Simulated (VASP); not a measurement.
# Ni (Fm-3m) in VASP: notebook

The runs below take Ni through single point, relaxation of cell and atoms, with PBEsol.

All numbers are computed with VASP 6.6.1; they aren't measurements. Logs are shortened: lines on timing, memory, paths and dates and some standing lists are left out, and cuts for length are marked.

### 1 The cell of the first run

The structure is cubic, space group Fm-3m (No. 225). The conventional cell has a = 3.466 Å, b = 3.466 Å, c = 3.466 Å, α = 90.00°, β = 90.00°, γ = 90.00°. Ni (site symmetry m-3m) has 12 Ni at 2.45 Å within 3.2 Å.

### 2 Single point, PBEsol, collinear spin, ferromagnetic start

File INCAR:

```
PREC = Accurate ; ENCUT = 520
EDIFF = 1E-6 ; ISMEAR = 0
SIGMA = 0.1 ; LREAL = F
LASPH = T ; NELM = 150
ALGO = Normal ; ISIF = 2
LWAVE = F ; LCHARG = F
ISPIN = 2 ; MAGMOM = 0.81
LORBIT = 11 ; LMAXMIX = 4
GGA = PS ; NBANDS = 15
```

File KPOINTS:

```
Automatic mesh
0
Gamma
  10 10 10
```

File POSCAR:

```
Ni
1.0
    0.0000000000      1.7330509473      1.7330509473
    1.7330509473      0.0000000000      1.7330509473
    1.7330509473      1.7330509473      0.0000000000
Ni
1
Direct
    0.0000000000      0.0000000000      0.0000000000
```

Potentials or basis: VASP PAW PBE potentials, release 64 (Ni).

Run with:

```console
$ cat potpaw_PBE.64/Ni/POTCAR > POTCAR
$ mpirun -np 1 vasp_std > vasp.out
```

OUTCAR:

```text
PREC = Accurate
   ENCUT = 520
   EDIFF = 1E-6
   ISMEAR = 0
   LREAL = F
   LASPH = T
   NELM = 150
   ISIF = 2
   ISPIN = 2
   LORBIT = 11
   GGA = PS

 ion  position               nearest neighbor table
   1  0.000  0.000  0.000-

  LATTYP: Found a face centered cubic cell.
 ALAT       =     3.4661018946

  Lattice vectors:

 A1 = (   0.0000000000,   1.7330509473,   1.7330509473)
 A2 = (   1.7330509473,   0.0000000000,   1.7330509473)
 A3 = (   1.7330509473,   1.7330509473,   0.0000000000)

Analysis of symmetry for initial positions (statically):
=====================================================================
 Subroutine PRICEL returns:
 Original cell was already a primitive cell.

 Routine SETGRP: Setting up the symmetry group for a
 face centered cubic supercell.

 Subroutine GETGRP returns: Found 48 space group operations
 (whereof 48 operations were pure point group operations)
 out of a pool of 48 trial point group operations.

The static configuration has the point symmetry O_h .

Analysis of symmetry for dynamics (positions and initial velocities):
=====================================================================
 Subroutine PRICEL returns:
 Original cell was already a primitive cell.

 Routine SETGRP: Setting up the symmetry group for a
 face centered cubic supercell.

 Subroutine GETGRP returns: Found 48 space group operations
 (whereof 48 operations were pure point group operations)
 out of a pool of 48 trial point group operations.

The dynamic configuration has the point symmetry O_h .

Analysis of structural, dynamic, and magnetic symmetry:
=====================================================================
 Subroutine PRICEL returns:
 Original cell was already a primitive cell.

 Routine SETGRP: Setting up the symmetry group for a
 face centered cubic supercell.

 Subroutine GETGRP returns: Found 48 space group operations
 (whereof 48 operations were pure point group operations)
 out of a pool of 48 trial point group operations.

The overall configuration has the point symmetry O_h .

 Subroutine INISYM returns: Found 48 space group operations
 (whereof 48 operations are pure point group operations),
 and found     1 'primitive' translations

----------------------------------------------------------------------------------------

                                     Primitive cell

  volume of cell :      10.4103

  direct lattice vectors                    reciprocal lattice vectors
     0.000000000  1.733050947  1.733050947    -0.288508541  0.288508541  0.288508541
     1.733050947  0.000000000  1.733050947     0.288508541 -0.288508541  0.288508541
     1.733050947  1.733050947  0.000000000     0.288508541  0.288508541 -0.288508541

  length of vectors
     2.450904154  2.450904154  2.450904154     0.499711451  0.499711451  0.499711451

  position of ions in fractional coordinates (direct lattice)
     0.000000000  0.000000000  0.000000000

  ion indices of the primitive-cell ions
   primitive index   ion index
                 1           1

----------------------------------------------------------------------------------------

 KPOINTS: Automatic mesh

Automatic generation of k-mesh.
 Grid dimensions read from file:
 generate k-points for:   10   10   10

 Generating k-lattice:

  Cartesian coordinates                     Fractional coordinates (reciprocal lattice)
    -0.028850854  0.028850854  0.028850854     0.100000000  0.000000000  0.000000000
     0.028850854 -0.028850854  0.028850854     0.000000000  0.100000000  0.000000000
     0.028850854  0.028850854 -0.028850854     0.000000000  0.000000000  0.100000000

  Length of vectors
     0.049971145  0.049971145  0.049971145

  Shift w.r.t. Gamma in fractional coordinates (k-lattice)
     0.000000000  0.000000000  0.000000000

 Subroutine IBZKPT returns following result:
 ===========================================

 Found     47 irreducible k-points:

 Following reciprocal coordinates:
            Coordinates               Weight
  0.000000  0.000000  0.000000      1.000000
  0.100000  0.000000  0.000000      8.000000
  0.200000  0.000000  0.000000      8.000000
  0.300000  0.000000  0.000000      8.000000
  0.400000  0.000000  0.000000      8.000000
  0.500000  0.000000  0.000000      4.000000
[... 16 lines left out ...]
  0.300000  0.300000  0.000000      6.000000
  0.400000  0.300000  0.000000     24.000000
 [... further k-points ...]
   k-points           NKPTS =     47   k-points in BZ     NKDIM =     47   number of bands    NBANDS=     15
   number of dos      NEDOS =    301   number of ions     NIONS =      1
   total plane-waves  NPLWV =   5832
   dimension x,y,z NGX =    18 NGY =   18 NGZ =   18
   dimension x,y,z NGXF=    36 NGYF=   36 NGZF=   36
   ions per type =               1
   NGX,Y,Z   is equivalent  to a cutoff of  12.21, 12.21, 12.21 a.u.
   NGXF,Y,Z  is equivalent  to a cutoff of  24.42, 24.42, 24.42 a.u.
 SYSTEM =  unknown system
   PREC   = accura    normal or accurate (medium, high low for compatibility)
   ISTART =      0    job   : 0-new  1-cont  2-samecut
   ICHARG =      2    charge: 1-file 2-atom 10-const
   ISPIN  =      2    spin polarized calculation?
   LNONCOLLINEAR =      F non collinear calculations
   LSORBIT =      F    spin-orbit coupling
   LASPH  =      T    aspherical Exc in radial PAW
   ENCUT  =  520.0 eV  38.22 Ry    6.18 a.u.   4.56  4.56  4.56*2*pi/ulx,y,z
   NELM   =    150;   NELMIN=  2; NELMDL= -5     # of ELM steps
   EDIFF  = 0.1E-05   stopping-criterion for ELM
   LREAL  =      F    real-space projection
   EDIFFG = 0.1E-04   stopping-criterion for IOM
   NSW    =      0    number of steps for IOM
   IBRION =     -1    ionic relax: 0-MD 1-quasi-New 2-CG
   NFREE  =      0    steps in history (QN), initial steepest desc. (CG)
   ISIF   =      2    stress and relaxation
   ISYM   =      2    0-nonsym 1-usesym 2-fastsym
   POTIM  = 0.5000    time-step for ionic-motion
   TEBEG  =    0.0;   TEEND  =   0.0 temperature during run
   PSTRESS=    0.0 pullay stress
   NELECT =      10.0000    total number of electrons
   NUPDOWN=      -1.0000    fix difference up-down
   EMIN   =  10.00;   EMAX   =-10.00  energy-range for DOS
   EFERMI =   0.00;   METHOD = LEGACY
   ISMEAR =     0;   SIGMA  =   0.10  broadening in eV -4-tet -1-fermi 0-gaus
   EFERMI_NEDOS =   21; number of points for ismear=-14 and -15
   IALGO  =     38    algorithm
   IMIX   =      4    mixing-type and parameters
     AMIX     =   0.40;   BMIX     =  1.00
     AMIX_MAG =   1.60;   BMIX_MAG =  1.00
  volume/ion in A,a.u.               =      10.41        70.25
  Fermi-wavevector in a.u.,A,eV,Ry     =   1.615301  3.052477 35.500291  2.609198
  Thomas-Fermi vector in A             =   2.710071
   LORBIT       =     11    0 simple, 1 ext, 2 COOP (PROOUT), +10 PAW based schemes
   GGA     = PS    functional components
   LHFCALC =     F    Hartree Fock is set to
   AEXX    =    0.0000 exact exchange contribution
   IVDW    =     0    specifies the selected vdW correction
   LEPSILON=     F    determine dielectric tensor
   LRPA    =     F    only Hartree local field effects (RPA)
 spin polarized calculation
 Gauss-broadening in eV      SIGMA  =   0.10
  energy-cutoff  :      520.00
  volume of cell :       10.41
 maximum number of plane-waves:       292
   NGX =  9   NGY =  9   NGZ =  9

 number of electron      10.0000000 magnetization       0.8100000

 number of electron       9.9999995 magnetization       0.7068879

 Free energy of the ion-electron system (eV)
  ---------------------------------------------------
  ext. energy  EPLUGINS =         0.00000000
  ---------------------------------------------------
  free energy    TOTEN  =        -6.13977173 eV

  energy without entropy =       -6.13118284  energy(sigma->0) =       -6.13547729

 E-fermi :   9.8383     XC(G=0): -13.7008

 val. band max:        9.8291745325   @ k =  -0.4000   0.2000   0.0000
 cond. band min:       9.8429710265   @ k =   0.5000   0.3000   0.1000
 fundamental gap:      0.0137964941
 Fermi energy:         9.8383435797

 spin component 1

 k-point     1 :       0.0000    0.0000    0.0000
  band No.  band energies     occupation
      1       0.4440      1.00000
      2       7.2266      1.00000
      3       7.2266      1.00000
      4       7.2266      1.00000
      5       8.4797      1.00000
      6       8.4797      1.00000
      7      33.8906      0.00000
      8      38.0741      0.00000
      9      38.0741      0.00000
     10      38.0741      0.00000
     11      41.1327      0.00000
     12      41.1327      0.00000
     13      41.1327      0.00000
     14      44.0704      0.00000
     15      50.8208      0.00000
[... 397 lines left out ...]
 k-point    24 :       0.4000    0.3000    0.0000
  band No.  band energies     occupation
      1       4.8931      1.00000
      2       5.7764      1.00000
      3       7.9747      1.00000
      4       8.5803      1.00000
      5       9.1706      1.00000
      6       9.8282      0.55728
      7      24.1334      0.00000
      8      25.2789      0.00000
      9      27.1509      0.00000
     10      31.5857      0.00000
     11      36.2453      0.00000
     12      51.0691      0.00000
     13      51.5962      0.00000
     14      55.1464      0.00000
     15      57.1192      0.00000

 [... further k-points ...]

 spin component 2

 k-point     1 :       0.0000    0.0000    0.0000
  band No.  band energies     occupation
      1       0.4543      1.00000
      2       8.0331      1.00000
      3       8.0331      1.00000
      4       8.0331      1.00000
      5       9.1628      1.00000
      6       9.1628      1.00000
      7      33.7949      0.00000
      8      38.0916      0.00000
      9      38.0916      0.00000
     10      38.0916      0.00000
     11      41.2900      0.00000
     12      41.2900      0.00000
     13      41.2900      0.00000
     14      43.9952      0.00000
     15      51.0617      0.00000
[... 397 lines left out ...]
 k-point    24 :       0.4000    0.3000    0.0000
  band No.  band energies     occupation
      1       5.1634      1.00000
      2       6.4590      1.00000
      3       8.5592      1.00000
      4       9.3738      1.00000
      5       9.9612      0.04121
      6      10.4230      0.00000
      7      24.2844      0.00000
      8      25.4421      0.00000
      9      27.2454      0.00000
     10      31.7508      0.00000
     11      36.4080      0.00000
     12      51.0990      0.00000
     13      51.6200      0.00000
     14      56.3386      0.00000
     15      57.6268      0.00000

 [... further k-points ...]

------------------------ aborting loop because EDIFF is reached ----------------------------------------

  FORCE on cell =-STRESS in cart. coord.  units (eV):
  Direction    XX          YY          ZZ          XY          YZ          ZX
  --------------------------------------------------------------------------------------
  -------------------------------------------------------------------------------------
  Total       -0.0120437     -0.0120437     -0.0120437      0.0000000      0.0000000      0.0000000
  in kB       -1.8535562     -1.8535562     -1.8535562      0.0000000      0.0000000      0.0000000
  external PRESSURE =      -1.8535562 kB  Pullay stress =       0.0000000 kB

 VOLUME and BASIS-vectors are now :
 -----------------------------------------------------------------------------
  energy-cutoff  :      520.00
  volume of cell :       10.41
      direct lattice vectors                 reciprocal lattice vectors
     0.000000000  1.733050947  1.733050947    -0.288508541  0.288508541  0.288508541
     1.733050947  0.000000000  1.733050947     0.288508541 -0.288508541  0.288508541
     1.733050947  1.733050947  0.000000000     0.288508541  0.288508541 -0.288508541

 POSITION                                       TOTAL-FORCE (eV/Angst)
 -----------------------------------------------------------------------------------
      0.00000      0.00000      0.00000         0.000000      0.000000      0.000000
 -----------------------------------------------------------------------------------
    total drift:                                0.000000      0.000000     -0.000000

  FREE ENERGIE OF THE ION-ELECTRON SYSTEM (eV)
  ---------------------------------------------------
  free  energy   TOTEN  =        -6.1397717311 eV

  energy  without entropy=       -6.1311828434  energy(sigma->0) =       -6.13547729

 total charge

# of ion       s       p       d       tot
------------------------------------------
    1        0.522   0.546   8.326   9.395

 magnetization (x)

# of ion       s       p       d       tot
------------------------------------------
    1       -0.003  -0.021   0.736   0.711
```

Wall time 7 s (1 thread of Intel Xeon 6975P-C (Granite Rapids), shared host); peak memory 0.13 GiB.

Results:

| Property | Result |
| --- | --- |
| Free energy | -6.1398 eV |
| Pressure | -0.2 GPa |
| Net moment | 0.71 μB per cell |
| Site moments | Ni +0.71 μB |
| Valence electrons inside the program's atomic spheres | Ni 9.39 |

Caveat: the PAW data sets were made with another functional, which shifts forces and pressure a little.

### 3 Single point, PBEsol, collinear spin, ferromagnetic start

This run uses another cell than the first one, of 10.38 Å³/atom.

File INCAR:

```
ALGO = Fast ; EDIFF = 1E-7
ENCUT = 520 ; GGA = PS
ISIF = 2 ; ISMEAR = 0
ISPIN = 2 ; LASPH = True
LCHARG = False ; LMAXMIX = 4
LORBIT = 11 ; LREAL = False
LWAVE = False ; MAGMOM = 0.83
NBANDS = 15 ; NELM = 150
PREC = Accurate ; SIGMA = 0.1
```

File KPOINTS:

```
k-points
0
Gamma
  20 20 20
```

File POSCAR:

```
Ni
1.0
    0.0000000000      1.7315727239      1.7315727239
    1.7315727239      0.0000000000      1.7315727239
    1.7315727239      1.7315727239      0.0000000000
Ni
1
Direct
    0.0000000000      0.0000000000      0.0000000000
```

Potentials or basis: VASP PAW PBE potentials, release 64 (Ni).

Run with:

```console
$ cat potpaw_PBE.64/Ni/POTCAR > POTCAR
$ mpirun -np 1 vasp_std > vasp.out
```

OUTCAR:

```text
EDIFF = 1E-7
   ENCUT = 520
   GGA = PS
   ISIF = 2
   ISMEAR = 0
   ISPIN = 2
   LASPH = True
   LORBIT = 11
   LREAL = False
   NELM = 150
   PREC = Accurate

 ion  position               nearest neighbor table
   1  0.000  0.000  0.000-

  LATTYP: Found a face centered cubic cell.
 ALAT       =     3.4631454478

  Lattice vectors:

 A1 = (   0.0000000000,   1.7315727239,   1.7315727239)
 A2 = (   1.7315727239,   0.0000000000,   1.7315727239)
[... 1075 lines left out ...]
  -------------------------------------------------------------------------------------
  Total       -0.0048444     -0.0048444     -0.0048444     -0.0000000     -0.0000000      0.0000000
  in kB       -0.7474766     -0.7474766     -0.7474766     -0.0000000     -0.0000000      0.0000000
  external PRESSURE =      -0.7474766 kB  Pullay stress =       0.0000000 kB

 VOLUME and BASIS-vectors are now :
 -----------------------------------------------------------------------------
  energy-cutoff  :      520.00
  volume of cell :       10.38
      direct lattice vectors                 reciprocal lattice vectors
     0.000000000  1.731572724  1.731572724    -0.288754837  0.288754837  0.288754837
     1.731572724  0.000000000  1.731572724     0.288754837 -0.288754837  0.288754837
     1.731572724  1.731572724  0.000000000     0.288754837  0.288754837 -0.288754837

 POSITION                                       TOTAL-FORCE (eV/Angst)
 -----------------------------------------------------------------------------------
      0.00000      0.00000      0.00000         0.000000      0.000000      0.000000
 -----------------------------------------------------------------------------------
    total drift:                                0.000000     -0.000000     -0.000000

  FREE ENERGIE OF THE ION-ELECTRON SYSTEM (eV)
  ---------------------------------------------------
  free  energy   TOTEN  =        -6.1399575145 eV

  energy  without entropy=       -6.1314748958  energy(sigma->0) =       -6.13571621

 total charge

# of ion       s       p       d       tot
------------------------------------------
    1        0.521   0.546   8.333   9.401

 magnetization (x)

# of ion       s       p       d       tot
------------------------------------------
    1       -0.006  -0.024   0.659   0.628
```

OSZICAR:

```text
N       E                     dE             d eps       ncg     rms          rms(c)
DAV:   1     0.326712902324E+02    0.32671E+02   -0.42150E+03 16421   0.861E+02
DAV:   2    -0.588448882722E+01   -0.38556E+02   -0.35802E+02 17131   0.164E+02
DAV:   3    -0.734563664246E+01   -0.14611E+01   -0.14471E+01 19028   0.313E+01
DAV:   4    -0.735394034514E+01   -0.83037E-02   -0.83025E-02 18681   0.226E+00
DAV:   5    -0.735402698440E+01   -0.86639E-04   -0.86638E-04 19535   0.208E-01    0.110E+01
RMM:   6    -0.648243878504E+01    0.87159E+00   -0.17669E+00 20808   0.140E+01    0.623E+00
RMM:   7    -0.616715639548E+01    0.31528E+00   -0.18998E-01 20596   0.447E+00    0.220E+00
RMM:   8    -0.614316992014E+01    0.23986E-01   -0.43235E-03 23768   0.397E-01    0.976E-01
RMM:   9    -0.614067800432E+01    0.24919E-02   -0.57695E-04 23816   0.176E-01    0.255E-01
RMM:  10    -0.613999188215E+01    0.68612E-03   -0.18904E-04 22265   0.146E-01    0.411E-02
RMM:  11    -0.613995511788E+01    0.36764E-04   -0.48809E-05 22971   0.596E-02    0.342E-02
RMM:  12    -0.613995713112E+01   -0.20132E-05   -0.11508E-05 24563   0.207E-02    0.760E-03
RMM:  13    -0.613995751952E+01   -0.38839E-06   -0.14591E-06 23206   0.784E-03    0.218E-03
RMM:  14    -0.613995751450E+01    0.50172E-08   -0.19594E-07 18450   0.272E-03
   1 F= -.61399575E+01 E0= -.61357162E+01  d E =-.848262E-02  mag=     0.6228
```

stdout:

```text
POSCAR found type information on POSCAR Ni
 POSCAR found :  1 types and       1 ions
 scaLAPACK will be used
 -----------------------------------------------------------------------------
|                                                                             |
|                                                                             |
|     You enforced a specific xc type in the INCAR file but a different       |
|     I HOPE YOU KNOW WHAT YOU ARE DOING!                                     |
|                                                                             |
 -----------------------------------------------------------------------------

 LDA part: xc-table for (Slater+PW92), standard interpolation
 POSCAR, INCAR and KPOINTS ok, starting setup
 FFT: planning ... GRIDC
 FFT: planning ... GRID_SOFT
 FFT: planning ... GRID
 WAVECAR not read
 entering main loop
WARNING in EDDRMM: call to ZHEGV failed, returncode =   6  3     12
WARNING in EDDRMM: call to ZHEGV failed, returncode =   8  4     14
WARNING in EDDRMM: call to ZHEGV failed, returncode =   6  3     11
WARNING in EDDRMM: call to ZHEGV failed, returncode =   6  3     14
WARNING in EDDRMM: call to ZHEGV failed, returncode =   6  3     10
WARNING in EDDRMM: call to ZHEGV failed, returncode =   6  3     11
WARNING in EDDRMM: call to ZHEGV failed, returncode =   8  4     12
WARNING in EDDRMM: call to ZHEGV failed, returncode =   8  4     12
WARNING in EDDRMM: call to ZHEGV failed, returncode =   8  4     13
WARNING in EDDRMM: call to ZHEGV failed, returncode =   8  4     12
WARNING in EDDRMM: call to ZHEGV failed, returncode =   6  3     10
WARNING in EDDRMM: call to ZHEGV failed, returncode =   8  4     11
```

It took 35 s on 1 thread of Intel Xeon 6975P-C (Granite Rapids), shared host; peak memory 0.17 GiB.

What came out:

```yaml
Free_energy: -6.1400 eV
Pressure: -0.1 GPa
Net_moment: 0.62 μB per cell
Site_moments: Ni +0.63 μB
Valence_electrons_inside_the_program's_atomic_spheres: Ni 9.40
```

Levels at points of the mesh, in eV from the Fermi level:
Spin up:
| k point | band 1 | band 2 | band 3 | band 4 | band 5 | band 6 | band 7 | band 8 | band 9 | band 10 |
| --- | --- | --- | --- | --- | --- | --- | --- | --- | --- | --- |
| (0.00, 0.00, 0.00) | -9.39 | -2.55 | -2.55 | -2.55 | -1.30 | -1.30 | 24.09 | 28.30 | 28.30 | 28.30 |
| (0.50, 0.00, 0.00) | -5.12 | -2.54 | -2.54 | -0.58 | -0.58 | -0.43 | 5.98 | 22.56 | 25.43 | 25.43 |
| (0.50, 0.50, 0.00) | -4.96 | -4.45 | -0.54 | -0.43 | -0.43 | 2.42 | 9.62 | 15.20 | 15.20 | 20.29 |
Spin down:
```csv
k point,band 3,band 4,band 5,band 6,band 7,band 8
"(0.00, 0.00, 0.00)",-1.83,-1.83,-0.69,-0.69,23.99,28.30
"(0.50, 0.00, 0.00)",-1.93,-0.46,0.16,0.16,6.40,22.46
"(0.50, 0.50, 0.00)",0.10,0.39,0.39,2.41,9.89,15.23
```

Caveat: the PAW data sets were made with another functional, which shifts forces and pressure a little.

(Continued in part 2 of 2.)
